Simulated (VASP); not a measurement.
# LuNb3Si3 (Pm-3m) in VASP: a series of runs

LuNb3Si3 is run at these levels: PBE; tasks: relaxation of cell and atoms, single point.

Program: VASP 6.6.1. These are calculated values, not measurements. Logs are shortened: lines on timing, memory, paths and dates and some standing lists are left out, and cuts for length are marked.

**1. The cell of the first run**

Symmetry: Pm-3m, No. 221, cubic system. Conventional cell: a = 5.058 Å, b = 5.058 Å, c = 5.058 Å, α = 90.00°, β = 90.00°, γ = 90.00°. Lu (site symmetry m-3m) has 6 Si at 2.53 Å within 3.3 Å. Within 3.3 Å of Nb (site symmetry 4/mmm) lie 4 Si at 2.53 Å. Si (site symmetry 4/mmm) has 2 Lu at 2.53 Å and 4 Nb at 2.53 Å within 3.3 Å.

The cell was generated, and may not be a known phase.

**2. Relaxation of cell and atoms, PBE**

Input file INCAR:

```
PREC = Accurate
ENCUT = 600
EDIFF = 1E-6
ISMEAR = 0
SIGMA = 0.1
LREAL = F
LASPH = T
NELM = 60
ALGO = Normal
ISIF = 3
LWAVE = F
LCHARG = F
GGA = PE
IBRION = 2
NSW = 90
EDIFFG = -0.04
```

Input file KPOINTS:

```
Automatic mesh
0
Gamma
  4 4 4
```

Input file POSCAR:

```
LuNb3Si3
1.0
    5.0582925100      0.0000000000      0.0000000000
    0.0000000000      5.0582925100      0.0000000000
    0.0000000000      0.0000000000      5.0582925100
Lu Nb Si
1 3 3
Direct
    0.0000000000      0.0000000000      0.0000000000
    0.0000000000      0.5000000000      0.5000000000
    0.5000000000      0.0000000000      0.5000000000
    0.5000000000      0.5000000000      0.0000000000
    0.5000000000      0.0000000000      0.0000000000
    0.0000000000      0.5000000000      0.0000000000
    0.0000000000      0.0000000000      0.5000000000
```

Potentials or basis: VASP PAW PBE potentials, release 64 (Lu, Nb_sv, Si).

Launch:

```sh
cat potpaw_PBE.64/Lu/POTCAR potpaw_PBE.64/Nb_sv/POTCAR potpaw_PBE.64/Si/POTCAR > POTCAR
mpirun -np 1 vasp_std > vasp.out
```

OUTCAR:

```text
PREC = Accurate
   ENCUT = 600
   EDIFF = 1E-6
   ISMEAR = 0
   LREAL = F
   LASPH = T
   NELM = 60
   ISIF = 3
   GGA = PE
   IBRION = 2
   NSW = 90
   EDIFFG = -0.04

 ion  position               nearest neighbor table
   1  0.000  0.000  0.000-   5 2.53   6 2.53   7 2.53   7 2.53   6 2.53   5 2.53
   2  0.000  0.500  0.500-   6 2.53   7 2.53   6 2.53   7 2.53
   3  0.500  0.000  0.500-   5 2.53   7 2.53   5 2.53   7 2.53
   4  0.500  0.500  0.000-   5 2.53   6 2.53   5 2.53   6 2.53
   5  0.500  0.000  0.000-   1 2.53   3 2.53   4 2.53   3 2.53   4 2.53   1 2.53
   6  0.000  0.500  0.000-   1 2.53   2 2.53   4 2.53   2 2.53   1 2.53   4 2.53
   7  0.000  0.000  0.500-   1 2.53   2 2.53   3 2.53   1 2.53   2 2.53   3 2.53

  LATTYP: Found a simple cubic cell.
 ALAT       =     5.0582925100

  Lattice vectors:

 A1 = (   5.0582925100,   0.0000000000,   0.0000000000)
 A2 = (   0.0000000000,   5.0582925100,   0.0000000000)
 A3 = (   0.0000000000,   0.0000000000,   5.0582925100)

Analysis of symmetry for initial positions (statically):
=====================================================================
 Subroutine PRICEL returns:
 Original cell was already a primitive cell.

 Routine SETGRP: Setting up the symmetry group for a
 simple cubic supercell.

 Subroutine GETGRP returns: Found 48 space group operations
 (whereof 48 operations were pure point group operations)
 out of a pool of 48 trial point group operations.

The static configuration has the point symmetry O_h .

Analysis of symmetry for dynamics (positions and initial velocities):
=====================================================================
 Subroutine PRICEL returns:
 Original cell was already a primitive cell.

 Routine SETGRP: Setting up the symmetry group for a
 simple cubic supercell.

 Subroutine GETGRP returns: Found 48 space group operations
 (whereof 48 operations were pure point group operations)
 out of a pool of 48 trial point group operations.

The dynamic configuration has the point symmetry O_h .

 Subroutine INISYM returns: Found 48 space group operations
 (whereof 48 operations are pure point group operations),
 and found     1 'primitive' translations

----------------------------------------------------------------------------------------

                                     Primitive cell

  volume of cell :     129.4231

  direct lattice vectors                    reciprocal lattice vectors
     5.058292510  0.000000000  0.000000000     0.197695170  0.000000000  0.000000000
     0.000000000  5.058292510  0.000000000     0.000000000  0.197695170  0.000000000
     0.000000000  0.000000000  5.058292510     0.000000000  0.000000000  0.197695170

  length of vectors
     5.058292510  5.058292510  5.058292510     0.197695170  0.197695170  0.197695170

  position of ions in fractional coordinates (direct lattice)
     0.000000000  0.000000000  0.000000000
     0.000000000  0.500000000  0.500000000
     0.500000000  0.000000000  0.500000000
     0.500000000  0.500000000  0.000000000
     0.500000000  0.000000000  0.000000000
     0.000000000  0.500000000  0.000000000
     0.000000000  0.000000000  0.500000000

  ion indices of the primitive-cell ions
   primitive index   ion index
                 1           1
                 2           2
                 3           3
                 4           4
                 5           5
                 6           6
                 7           7

----------------------------------------------------------------------------------------

 KPOINTS: Automatic mesh

Automatic generation of k-mesh.
 Grid dimensions read from file:
 generate k-points for:    4    4    4

 Generating k-lattice:

  Cartesian coordinates                     Fractional coordinates (reciprocal lattice)
     0.049423793  0.000000000  0.000000000     0.250000000  0.000000000  0.000000000
     0.000000000  0.049423793  0.000000000     0.000000000  0.250000000  0.000000000
     0.000000000  0.000000000  0.049423793     0.000000000  0.000000000  0.250000000

  Length of vectors
     0.049423793  0.049423793  0.049423793

  Shift w.r.t. Gamma in fractional coordinates (k-lattice)
     0.000000000  0.000000000  0.000000000

 Subroutine IBZKPT returns following result:
 ===========================================

 Found     10 irreducible k-points:

 Following reciprocal coordinates:
            Coordinates               Weight
  0.000000  0.000000  0.000000      1.000000
  0.250000  0.000000  0.000000      6.000000
  0.500000  0.000000  0.000000      3.000000
  0.250000  0.250000  0.000000     12.000000
  0.500000  0.250000  0.000000     12.000000
  0.500000  0.500000  0.000000      3.000000
  0.250000  0.250000  0.250000      8.000000
  0.500000  0.250000  0.250000     12.000000
  0.500000  0.500000  0.250000      6.000000
  0.500000  0.500000  0.500000      1.000000
   k-points           NKPTS =     10   k-points in BZ     NKDIM =     10   number of bands    NBANDS=     45
   number of dos      NEDOS =    301   number of ions     NIONS =      7
   total plane-waves  NPLWV =  64000
   dimension x,y,z NGX =    40 NGY =   40 NGZ =   40
   dimension x,y,z NGXF=    80 NGYF=   80 NGZF=   80
   ions per type =               1   3   3
   NGX,Y,Z   is equivalent  to a cutoff of  13.15, 13.15, 13.15 a.u.
   NGXF,Y,Z  is equivalent  to a cutoff of  26.29, 26.29, 26.29 a.u.
 SYSTEM =  unknown system
   PREC   = accura    normal or accurate (medium, high low for compatibility)
   ISTART =      0    job   : 0-new  1-cont  2-samecut
   ICHARG =      2    charge: 1-file 2-atom 10-const
   ISPIN  =      1    spin polarized calculation?
   LNONCOLLINEAR =      F non collinear calculations
   LSORBIT =      F    spin-orbit coupling
   LASPH  =      T    aspherical Exc in radial PAW
   ENCUT  =  600.0 eV  44.10 Ry    6.64 a.u.  10.10 10.10 10.10*2*pi/ulx,y,z
   NELM   =     60;   NELMIN=  2; NELMDL= -5     # of ELM steps
   EDIFF  = 0.1E-05   stopping-criterion for ELM
   LREAL  =      F    real-space projection
   EDIFFG = -.4E-01   stopping-criterion for IOM
   NSW    =     90    number of steps for IOM
   IBRION =      2    ionic relax: 0-MD 1-quasi-New 2-CG
   NFREE  =      1    steps in history (QN), initial steepest desc. (CG)
   ISIF   =      3    stress and relaxation
   ISYM   =      2    0-nonsym 1-usesym 2-fastsym
   POTIM  = 0.5000    time-step for ionic-motion
   TEBEG  =    0.0;   TEEND  =   0.0 temperature during run
   PSTRESS=    0.0 pullay stress
   NELECT =      76.0000    total number of electrons
   NUPDOWN=      -1.0000    fix difference up-down
   EMIN   =  10.00;   EMAX   =-10.00  energy-range for DOS
   EFERMI =   0.00;   METHOD = LEGACY
   ISMEAR =     0;   SIGMA  =   0.10  broadening in eV -4-tet -1-fermi 0-gaus
   EFERMI_NEDOS =   21; number of points for ismear=-14 and -15
   IALGO  =     38    algorithm
   IMIX   =      4    mixing-type and parameters
     AMIX     =   0.40;   BMIX     =  1.00
     AMIX_MAG =   1.60;   BMIX_MAG =  1.00
  volume/ion in A,a.u.               =      18.49       124.77
  Fermi-wavevector in a.u.,A,eV,Ry     =   1.370909  2.590643 25.570689  1.879393
  Thomas-Fermi vector in A             =   2.496653
   LORBIT       =      0    0 simple, 1 ext, 2 COOP (PROOUT), +10 PAW based schemes
   GGA     = PE    functional components
   LHFCALC =     F    Hartree Fock is set to
   AEXX    =    0.0000 exact exchange contribution
   IVDW    =     0    specifies the selected vdW correction
   LEPSILON=     F    determine dielectric tensor
   LRPA    =     F    only Hartree local field effects (RPA)
 conjugate gradient relaxation of ions
 non-spin polarized calculation
 Gauss-broadening in eV      SIGMA  =   0.10
  energy-cutoff  :      600.00
  volume of cell :      129.42
 maximum number of plane-waves:      4385
   NGX = 21   NGY = 21   NGZ = 21

--------------------------------------- Ionic step        1  -------------------------------------------

 number of electron      76.0000009 magnetization

 Free energy of the ion-electron system (eV)
  ---------------------------------------------------
  ext. energy  EPLUGINS =         0.00000000
  ---------------------------------------------------
  free energy    TOTEN  =       -50.65893640 eV

  energy without entropy =      -50.60931861  energy(sigma->0) =      -50.63412751

------------------------ aborting loop because EDIFF is reached ----------------------------------------

  FORCE on cell =-STRESS in cart. coord.  units (eV):
  Direction    XX          YY          ZZ          XY          YZ          ZX
  --------------------------------------------------------------------------------------
  -------------------------------------------------------------------------------------
  Total        5.3056377      5.3056377      5.3056377      0.0000000     -0.0000000     -0.0000000
  in kB       65.6804858     65.6804858     65.6804858      0.0000000     -0.0000000     -0.0000000
  external PRESSURE =      65.6804858 kB  Pullay stress =       0.0000000 kB
[... 67 lines left out ...]
  energy  without entropy=      -50.5826396206  energy(sigma->0) =      -50.60972935

--------------------------------------- Ionic step        3  -------------------------------------------

 number of electron      76.0000004 magnetization

 Free energy of the ion-electron system (eV)
  ---------------------------------------------------
  ext. energy  EPLUGINS =         0.00000000
  ---------------------------------------------------
  free energy    TOTEN  =       -50.79102163 eV

  energy without entropy =      -50.73851042  energy(sigma->0) =      -50.76476603

 E-fermi :   7.5064     XC(G=0): -11.1905

 val. band max:        7.4194849578   @ k =   0.5000   0.2500   0.2500
 cond. band min:       7.5184128945   @ k =   0.5000   0.5000   0.0000
 fundamental gap:      0.0989279367
 Fermi energy:         7.5063818227

 k-point     1 :       0.0000    0.0000    0.0000
  band No.  band energies     occupation
      1     -47.6824      2.00000
      2     -47.6666      2.00000
      3     -47.6666      2.00000
      4     -47.5967      2.00000
      5     -23.7850      2.00000
      6     -23.7850      2.00000
[... 503 lines left out ...]
  FREE ENERGIE OF THE ION-ELECTRON SYSTEM (eV)
  ---------------------------------------------------
  free  energy   TOTEN  =       -50.7910216341 eV

  energy  without entropy=      -50.7385104169  energy(sigma->0) =      -50.76476603

 reached required accuracy - stopping structural energy minimisation
```

Wall time 2.5 min (1 thread of AMD EPYC 9R45 (Zen 5), shared host); peak memory 0.26 GiB.

Results:

```yaml
Free_energy: -50.7910 eV
Relaxed_volume: 19.46 Å³/atom
Relaxed_cell: a = 5.146 Å, b = 5.146 Å, c = 5.146 Å, α = 90.00°, β = 90.00°, γ = 90.00°
Space_group_after_relaxing_to_0.1_Å: Pm-3m (No. 221)
Energy_gained_by_relaxing: 18.9 meV/atom
Ionic_steps: 3
Pressure_after_relaxing: -0.1 GPa
Band_gap_on_the_k_mesh: zero (bands 38 and 39 overlap by 0.47 eV)
```

Step by step:
| step | energy change (eV) | largest force (eV/Å) | pressure (GPa) | volume (Å³) |
| --- | --- | --- | --- | --- |
| 1 | 0.0000 | 0.0000 | 6.57 | 129.42 |
| 2 | 0.0221 | 0.0000 | -5.90 | 144.15 |
| 3 | -0.1321 | 0.0000 | -0.07 | 136.24 |

Final structure:
```
Lu Nb Si
1.0
     5.14554    0.00000    0.00000
     0.00000    5.14554    0.00000
     0.00000    0.00000    5.14554
Lu Nb Si
1 3 3
Direct
  0.00000 0.00000 0.00000
  0.00000 0.50000 0.50000
  0.50000 0.00000 0.50000
  0.50000 0.50000 0.00000
  0.50000 0.00000 0.00000
  0.00000 0.50000 0.00000
  0.00000 0.00000 0.50000
```

Caveat: spin-orbit coupling is left out, which moves the levels of the heavy elements.

**3. Single point, PBE, collinear spin**

This run uses another cell than the first one, of 19.46 Å³/atom.

Input file INCAR:

```
SYSTEM = LuNb3Si3
PREC     = Accurate       ! precision mode
ENCUT    = 520            ! plane-wave cutoff, eV
EDIFF    = 1E-6           ! SCF threshold, eV
ISMEAR   = 0              ! smearing method
SIGMA    = 0.1            ! smearing width, eV
LREAL    = .False.        ! projectors in reciprocal space
LASPH    = .True.         ! aspherical terms in the spheres
NELM     = 150            ! most SCF steps
ALGO     = Normal         ! electronic algorithm
ISIF     = 2              ! what is computed and relaxed
LWAVE    = .False.        ! write WAVECAR
LCHARG   = .True.         ! write CHGCAR
ISPIN    = 2              ! spin polarisation
MAGMOM   = 0 1 1 1 0 0 0  ! initial moments
LORBIT   = 11             ! projections on sites
LMAXMIX  = 4              ! l up to which the mixer works
GGA      = PE             ! functional
LELF     = .True.         ! ELF
LVHAR    = .True.       
NBANDS   = 51             ! bands
```

Input file KPOINTS:

```
regular mesh
0
Gamma
  4 4 4
  0 0 0
```

Changes to POSCAR since step 2:

```diff
@@ -2,5 +2,5 @@
 1.0
-    5.0582925100      0.0000000000      0.0000000000
-    0.0000000000      5.0582925100      0.0000000000
-    0.0000000000      0.0000000000      5.0582925100
+    5.1454930684      0.0000000000      0.0000000000
+    0.0000000000      5.1454930684      0.0000000000
+    0.0000000000      0.0000000000      5.1454930684
 Lu Nb Si
```

Potentials or basis: VASP PAW PBE potentials, release 64 (Lu, Nb_sv, Si).

Launch:

```sh
cat potpaw_PBE.64/Lu/POTCAR potpaw_PBE.64/Nb_sv/POTCAR potpaw_PBE.64/Si/POTCAR > POTCAR
mpirun -np 1 vasp_std > vasp.out
```

It took 1.9 min on 1 thread of AMD EPYC 9R45 (Zen 5), shared host; peak memory 0.31 GiB.

Results (log left out):

| Property | Result |
| --- | --- |
| Free energy | -50.7980 eV |
| Pressure | 0.0 GPa |
| Net moment | 1.03 μB per cell |
| Site moments | Lu -0.02; Nb +0.25; Si -0.01 μB |
| Valence electrons inside the program's atomic spheres | Lu 23.71; Nb 10.53; Si 1.78 |

Levels at points of the mesh, in eV from the Fermi level:
Spin up:
```csv
k point,band 35,band 36,band 37,band 38,band 39,band 40,band 41,band 42,band 43,band 44
"(0.00, 0.00, 0.00)",-0.41,-0.41,0.22,0.22,0.49,0.49,0.49,0.54,2.08,2.08
"(0.50, 0.00, 0.00)",-1.48,-1.41,-0.52,-0.52,0.31,0.31,0.48,0.56,1.02,2.15
"(0.50, 0.50, 0.00)",-1.21,-1.20,-0.83,-0.12,-0.12,0.48,0.75,1.83,1.83,1.94
"(0.50, 0.50, 0.50)",-1.89,-0.46,-0.46,-0.46,-0.22,1.63,1.63,1.63,2.05,2.05
```
Spin down:
| k point | band 35 | band 36 | band 37 | band 38 | band 39 | band 40 |
| --- | --- | --- | --- | --- | --- | --- |
| (0.00, 0.00, 0.00) | -0.23 | -0.23 | 0.42 | 0.42 | 0.53 | 0.53 |
| (0.50, 0.00, 0.00) | -1.23 | -1.22 | -0.39 | -0.39 | 0.47 | 0.47 |
| (0.50, 0.50, 0.00) | -1.23 | -1.03 | -0.55 | 0.17 | 0.17 | 0.68 |
| (0.50, 0.50, 0.50) | -1.86 | -0.18 | -0.18 | -0.18 | -0.06 | 1.84 |

Caveat: a moment this small can come from the mesh or the smearing; spin-orbit coupling is left out, which moves the levels of the heavy elements.

The gap in the log of VASP goes by the Fermi energy; the results here count the filled bands.